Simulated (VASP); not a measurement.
## KCl: single point with PBE

Crystal: KCl.

```
K Cl
1.0
     0.00000    3.46158    3.46158
     3.46158    0.00000    3.46158
     3.46158    3.46158    0.00000
K Cl
1 1
Cartesian
  0.0000 0.0000 0.0000
  1.7308 1.7308 1.7308
```

This cell differs from its parent crystal: volume changed by -6%.

* Program: VASP 6.6.1
* Task: single point
* Functional: PBE
* Potentials or basis: VASP PAW PBE potentials, release 64 (K_sv, Cl)
* Cutoff: 520 eV
* k mesh: 6 × 6 × 6
* Occupations: gaussian, width 0.01 eV
* Spin: no spin polarisation

```
Pressure               : 0.8 GPa
Band gap on the k mesh : 4.85 eV, indirect (least direct gap 4.91 eV)
```

Levels at points of the mesh, in eV from the valence-band top:
| k point | band 6 | band 7 | band 8 | band 9 | band 10 | band 11 |
| --- | --- | --- | --- | --- | --- | --- |
| (0.00, 0.00, 0.00) | -0.05 | -0.05 | -0.05 | 4.85 | 9.44 | 9.44 |
| (0.50, 0.00, 0.00) | -0.36 | -0.02 | -0.02 | 7.38 | 7.56 | 9.03 |
| (0.50, 0.50, 0.00) | -0.44 | 0.00 | 0.00 | 6.73 | 7.75 | 10.14 |

Run time: 14 s on 1 thread of Intel(R) Xeon(R) Platinum 8559C (Emerald Rapids) (shared host), peak memory 0.21 GiB.

 A k mesh can miss the band edges.
